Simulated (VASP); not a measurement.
# Eu (Im-3m) in VASP: notebook, part 2 of 2

VASP 6.6.1. The steps go on from the part before.

## (4) Single point, r2SCAN, collinear spin, ferromagnetic start

File POSCAR:

```
Eu
1.0
   -2.2274745855      2.2274745855      2.2274745855
    2.2274745855     -2.2274745855      2.2274745855
    2.2274745855      2.2274745855     -2.2274745855
Eu
1
Direct
    0.0000000000      0.0000000000      0.0000000000
```

File INCAR.step1:

```
SYSTEM = Eu
PREC = Accurate
ENCUT = 520
ISMEAR = -1
SIGMA = 0.1
LREAL = .False.
LASPH = .True.
NELM = 150
ISPIN = 2
MAGMOM = 7.31
LMAXMIX = 6
NBANDS = 18
GGA = PE
ALGO = Normal
EDIFF = 1E-4
LWAVE = .True.
LCHARG = .False.
```

File INCAR.step2:

```
SYSTEM = Eu
PREC = Accurate
ENCUT = 520
EDIFF = 1E-6
ISMEAR = -1
SIGMA = 0.1
LREAL = .False.
LASPH = .True.
NELM = 150
ALGO = Normal
ISIF = 2
LWAVE = .False.
LCHARG = .False.
ISPIN = 2
MAGMOM = 7.31
LORBIT = 11
LMAXMIX = 6
METAGGA = R2SCAN
LMIXTAU = .True.
NBANDS = 18
ISTART = 1
```

File KPOINTS:

```
regular mesh
0
Gamma
  10 10 10
  0 0 0
```

Started as:

```console
$ cat potpaw_PBE.64/Eu/POTCAR > POTCAR
$ cp INCAR.step1 INCAR
$ mpirun -np 1 vasp_std > vasp.out
$ cp INCAR.step2 INCAR
$ mpirun -np 1 vasp_std > vasp.out
```

Run time: 12 min. Hardware: 1 thread of Intel Xeon 8259CL, shared host; peak memory 0.24 GiB.

Results (log left out):

```yaml
Free_energy: -39.6910 eV
Pressure: -0.4 GPa
Net_moment: 7.81 μB per cell
Site_moments: Eu +6.71 μB
Valence_electrons_inside_the_program's_atomic_spheres: Eu 14.79
```

Levels at points of the mesh, in eV from the Fermi level:
Spin up:
```
           k point  band 8  band 9  band 10  band 11  band 12  band 13  band 14  band 15  band 16  band 17
(0.00, 0.00, 0.00)   -0.67   -0.57    -0.57    -0.57    -0.54     1.96     1.96     1.96     3.49     3.49
(0.50, 0.00, 0.00)   -0.69   -0.57    -0.56    -0.54    -0.52     0.28     0.48     3.47     4.16     5.80
(0.50, 0.50, 0.50)   -0.68   -0.68    -0.68    -0.48    -0.48    -0.48     4.79     4.79     4.79     5.27
```
Spin down:
```csv
k point,band 3,band 4,band 5,band 6,band 7,band 8
"(0.00, 0.00, 0.00)",-18.45,-18.45,-3.12,3.24,3.24,3.24
"(0.50, 0.00, 0.00)",-18.61,-18.45,-0.45,1.74,1.94,5.01
"(0.50, 0.50, 0.50)",-18.79,-18.79,0.17,0.17,5.03,5.03
```

Caveat: the PAW data sets were made with another functional, which shifts forces and pressure a little; spin-orbit coupling is left out, which moves the levels of the heavy elements; semilocal functionals describe open f shells poorly, which spoils levels, moments and volumes.

## (5) Single point, r2SCAN, collinear spin, ferromagnetic start

File POSCAR:

```
Eu
1.0
   -2.2274741196      2.2274741196      2.2274741196
    2.2274741196     -2.2274741196      2.2274741196
    2.2274741196      2.2274741196     -2.2274741196
Eu
1
Direct
    0.0000000000      0.0000000000      0.0000000000
```

Edit INCAR.step1 of step 4 so:

```diff
@@ -4,3 +4,3 @@
 ISMEAR = -1
-SIGMA = 0.1
+SIGMA = 0.05
 LREAL = .False.
@@ -9,3 +9,3 @@
 ISPIN = 2
-MAGMOM = 7.31
+MAGMOM = 7
 LMAXMIX = 6
```

Edit INCAR.step2 of step 4 so:

```diff
@@ -5,3 +5,3 @@
 ISMEAR = -1
-SIGMA = 0.1
+SIGMA = 0.05
 LREAL = .False.
@@ -14,3 +14,3 @@
 ISPIN = 2
-MAGMOM = 7.31
+MAGMOM = 7
 LORBIT = 11
```

File KPOINTS:

```
Automatic mesh
0
Gamma
  10 10 10
  0 0 0
```

Started as:

```console
$ cat potpaw_PBE.64/Eu/POTCAR > POTCAR
$ cp INCAR.step1 INCAR
$ mpirun -np 1 vasp_std > vasp.out
$ cp INCAR.step2 INCAR
$ mpirun -np 1 vasp_std > vasp.out
```

Wall time 11 min (1 thread of Intel Xeon 8259CL, shared host); peak memory 0.24 GiB.

It converged, with:

| Property | Result |
| --- | --- |
| Free energy | -39.6666 eV |
| Pressure | -0.4 GPa |
| Net moment | 7.70 μB per cell |
| Site moments | Eu +6.69 μB |
| Valence electrons inside the program's atomic spheres | Eu 14.79 |

Levels at points of the mesh, in eV from the Fermi level:
Spin up:
```csv
k point,band 9,band 10,band 11,band 12,band 13,band 14,band 15,band 16
"(0.00, 0.00, 0.00)",-0.53,-0.53,-0.53,-0.50,1.99,1.99,1.99,3.51
"(0.50, 0.00, 0.00)",-0.52,-0.52,-0.50,-0.48,0.34,0.52,3.49,4.18
"(0.50, 0.50, 0.50)",-0.64,-0.64,-0.43,-0.43,-0.43,4.85,4.85,4.85
```
Spin down:
```
           k point  band 1  band 2  band 3  band 4  band 5  band 6  band 7  band 8  band 9  band 10
(0.00, 0.00, 0.00)  -39.42  -18.45  -18.45  -18.45   -3.24    3.22    3.22    3.22    5.13     5.13
(0.50, 0.00, 0.00)  -39.38  -18.94  -18.60  -18.45   -0.53    1.70    1.83    5.01    5.17     5.64
(0.50, 0.50, 0.50)  -39.35  -18.79  -18.79  -18.79    0.10    0.10    5.01    5.01    5.01     5.58
```

Caveat: the PAW data sets were made with another functional, which shifts forces and pressure a little; spin-orbit coupling is left out, which moves the levels of the heavy elements; semilocal functionals describe open f shells poorly, which spoils levels, moments and volumes. The state reached can hang on the start; a lower one may exist.

## (6) Single point, r2SCAN, collinear spin, ferromagnetic start (38.90 Å³/atom)

This run uses another cell than the first one, of 38.90 Å³/atom.

File POSCAR:

```
Eu
1.0
   -2.1345527456      2.1345527456      2.1345527456
    2.1345527456     -2.1345527456      2.1345527456
    2.1345527456      2.1345527456     -2.1345527456
Eu
1
Direct
    0.0000000000      0.0000000000      0.0000000000
```

File INCAR.step1:

```
SYSTEM = Eu
PREC     = Accurate       ! precision mode
ENCUT    = 520            ! plane-wave cutoff, eV
ISMEAR   = -1             ! smearing method
SIGMA    = 0.05           ! smearing width, eV
LREAL    = .FALSE.        ! projectors in reciprocal space
LASPH    = .TRUE.         ! aspherical terms in the spheres
NELM     = 150            ! most SCF steps
ISPIN    = 2              ! spin polarisation
MAGMOM   = 7.31           ! initial moments
LMAXMIX  = 6              ! l up to which the mixer works
NBANDS   = 18             ! bands
GGA      = PE             ! functional
ALGO     = Normal         ! electronic algorithm
EDIFF    = 1E-4           ! SCF threshold, eV
LWAVE    = .TRUE.         ! write WAVECAR
LCHARG   = .FALSE.        ! write CHGCAR
```

File INCAR.step2:

```
SYSTEM = Eu
PREC     = Accurate       ! precision mode
ENCUT    = 520            ! plane-wave cutoff, eV
EDIFF    = 1E-6           ! SCF threshold, eV
ISMEAR   = -1             ! smearing method
SIGMA    = 0.05           ! smearing width, eV
LREAL    = .FALSE.        ! projectors in reciprocal space
LASPH    = .TRUE.         ! aspherical terms in the spheres
NELM     = 150            ! most SCF steps
ALGO     = Normal         ! electronic algorithm
ISIF     = 2              ! what is computed and relaxed
LWAVE    = .FALSE.        ! write WAVECAR
LCHARG   = .TRUE.         ! write CHGCAR
ISPIN    = 2              ! spin polarisation
MAGMOM   = 7.31           ! initial moments
LORBIT   = 11             ! projections on sites
LMAXMIX  = 6              ! l up to which the mixer works
METAGGA  = R2SCAN         ! meta-GGA
LMIXTAU  = .TRUE.       
LELF     = .TRUE.         ! ELF
LVHAR    = .TRUE.       
NBANDS   = 18             ! bands
ISTART   = 1
```

File KPOINTS:

```
regular mesh
0
G
  13 13 13
  0 0 0
```

Potentials or basis: VASP PAW PBE potentials, release 64 (Eu).

Started as:

```console
$ cat potpaw_PBE.64/Eu/POTCAR > POTCAR
$ cp INCAR.step1 INCAR
$ mpirun -np 1 vasp_std > vasp.out
$ cp INCAR.step2 INCAR
$ mpirun -np 1 vasp_std > vasp.out
```

OUTCAR:

```text
SYSTEM = Eu
   PREC = Accurate
   ENCUT = 520
   EDIFF = 1E-6
   ISMEAR = -1
   LREAL = .FALSE.
   LASPH = .TRUE.
   NELM = 150
   ISIF = 2
   ISPIN = 2
   LORBIT = 11
   METAGGA = R2SCAN
   ISTART = 1

 ion  position               nearest neighbor table
   1  0.000  0.000  0.000-

  LATTYP: Found a body centered cubic cell.
 ALAT       =     4.2691054912

  Lattice vectors:

 A1 = (  -2.1345527456,   2.1345527456,   2.1345527456)
 A2 = (   2.1345527456,  -2.1345527456,   2.1345527456)
 A3 = (   2.1345527456,   2.1345527456,  -2.1345527456)

[... 1213 lines left out ...]
  -------------------------------------------------------------------------------------
  Total        0.4307020      0.4307020      0.4307020     -0.0000000     -0.0000000      0.0000000
  in kB       17.7380879     17.7380879     17.7380879     -0.0000000     -0.0000000      0.0000000
  external PRESSURE =      17.7380879 kB  Pullay stress =       0.0000000 kB

 VOLUME and BASIS-vectors are now :
 -----------------------------------------------------------------------------
  energy-cutoff  :      520.00
  volume of cell :       38.90
      direct lattice vectors                 reciprocal lattice vectors
    -2.134552746  2.134552746  2.134552746     0.000000000  0.234241108  0.234241108
     2.134552746 -2.134552746  2.134552746     0.234241108  0.000000000  0.234241108
     2.134552746  2.134552746 -2.134552746     0.234241108  0.234241108  0.000000000

 POSITION                                       TOTAL-FORCE (eV/Angst)
 -----------------------------------------------------------------------------------
      0.00000      0.00000      0.00000         0.000000      0.000000      0.000000
 -----------------------------------------------------------------------------------
    total drift:                               -0.000000     -0.000000     -0.000000

  FREE ENERGIE OF THE ION-ELECTRON SYSTEM (eV)
  ---------------------------------------------------
  free  energy   TOTEN  =       -39.6462115790 eV

  energy  without entropy=      -39.6323096053  energy(sigma->0) =      -39.63926059

 total charge

# of ion       s       p       d       f       tot
--------------------------------------------------
    1        2.087   5.756   0.332   6.645  14.819

 magnetization (x)

# of ion       s       p       d       f       tot
--------------------------------------------------
    1       -0.007  -0.138   0.235   6.644   6.734
```

OUTCAR.step1:

```text
SYSTEM = Eu
   PREC = Accurate
   ENCUT = 520
   ISMEAR = -1
   LREAL = .FALSE.
   LASPH = .TRUE.
[... 1245 lines left out ...]
 -----------------------------------------------------------------------------------
      0.00000      0.00000      0.00000        -0.000000      0.000000      0.000000
 -----------------------------------------------------------------------------------
    total drift:                               -0.000000     -0.000000     -0.000000

  FREE ENERGIE OF THE ION-ELECTRON SYSTEM (eV)
  ---------------------------------------------------
  free  energy   TOTEN  =       -11.4360846971 eV

  energy  without entropy=      -11.4253272974  energy(sigma->0) =      -11.43070600
```

OSZICAR.step1:

```text
N       E                     dE             d eps       ncg     rms          rms(c)
DAV:   1     0.100136482414E+03    0.10014E+03   -0.64964E+03  7456   0.414E+03
DAV:   2     0.597211987402E+01   -0.94164E+02   -0.83774E+02  7738   0.278E+02
DAV:   3    -0.745758659779E+01   -0.13430E+02   -0.13173E+02  9034   0.972E+01
DAV:   4    -0.899990743021E+01   -0.15423E+01   -0.15324E+01 11846   0.246E+01
DAV:   5    -0.907059284168E+01   -0.70685E-01   -0.70597E-01 10274   0.612E+00    0.292E+01
DAV:   6    -0.122570871909E+02   -0.31865E+01   -0.28747E+00  8448   0.174E+01    0.205E+01
DAV:   7    -0.114949499584E+02    0.76214E+00   -0.12361E+00  9744   0.203E+01    0.125E+01
DAV:   8    -0.114581064393E+02    0.36844E-01   -0.73705E-01  8696   0.189E+01    0.585E+00
DAV:   9    -0.114523645456E+02    0.57419E-02   -0.11444E-01 10146   0.710E+00    0.216E+00
DAV:  10    -0.114351280759E+02    0.17236E-01   -0.20988E-02 10404   0.209E+00    0.849E-01
DAV:  11    -0.114364943405E+02   -0.13663E-02   -0.36032E-03 11298   0.579E-01    0.766E-01
DAV:  12    -0.114360310373E+02    0.46330E-03   -0.95295E-04 10120   0.556E-01    0.319E-01
DAV:  13    -0.114360846971E+02   -0.53660E-04   -0.48325E-04  8034   0.412E-01
   1 F= -.11436085E+02 E0= -.11430706E+02  d E =-.107574E-01  mag=     7.2165
```

It took 10 min on 1 thread of Intel Xeon 8259CL, shared host; peak memory 0.27 GiB.

Results:

```yaml
Free_energy: -39.6462 eV
Pressure: 1.8 GPa
Net_moment: 7.82 μB per cell
Site_moments: Eu +6.73 μB
Valence_electrons_inside_the_program's_atomic_spheres: Eu 14.82
```

Levels at points of the mesh, in eV from the Fermi level:
Spin up:
```
           k point  band 8  band 9  band 10  band 11  band 12  band 13  band 14  band 15  band 16  band 17
(0.00, 0.00, 0.00)   -0.71   -0.57    -0.57    -0.57    -0.54     1.99     1.99     1.99     3.72     3.72
```
Spin down:
```tsv
k point	band 1	band 2	band 3	band 4	band 5	band 6	band 7	band 8	band 9	band 10
(0.00, 0.00, 0.00)	-39.38	-18.28	-18.28	-18.28	-3.21	3.32	3.32	3.32	5.21	5.21
```

Caveat: the PAW data sets were made with another functional, which shifts forces and pressure a little; spin-orbit coupling is left out, which moves the levels of the heavy elements; semilocal functionals describe open f shells poorly, which spoils levels, moments and volumes.

## (7) Overview

```csv
cell,k mesh,smearing,gap on the mesh (eV),pressure (GPa),moment (μB)
"a = 3.858 Å, angles 109.5°, 1 atom",10 × 10 × 10,fermi-dirac 0.01 eV,none,-0.4,7.64
"a = 3.858 Å, angles 109.5°, 1 atom",10 × 10 × 10,fermi-dirac 0.03 eV,none,-0.4,7.65
"a = 3.858 Å, angles 109.5°, 1 atom",10 × 10 × 10,fermi-dirac 0.1 eV,none,-0.4,7.81
"a = 3.858 Å, angles 109.5°, 1 atom",10 × 10 × 10,fermi-dirac 0.05 eV,none,-0.4,7.70
"a = 3.697 Å, angles 109.5°, 1 atom",13 × 13 × 13,fermi-dirac 0.05 eV,none,1.8,7.82
```

Alike in all rows: task single point; level r2SCAN; potentials or basis VASP PAW PBE potentials, release 64 (Eu); spin collinear, ferromagnetic start; cutoff (eV) 520.

Caveats: the PAW data sets were made with another functional, which shifts forces and pressure a little; spin-orbit coupling is left out, which moves the levels of the heavy elements; semilocal functionals describe open f shells poorly, which spoils levels, moments and volumes.

Total energies depend on the potentials used, so only differences within one code and one set of settings carry meaning.
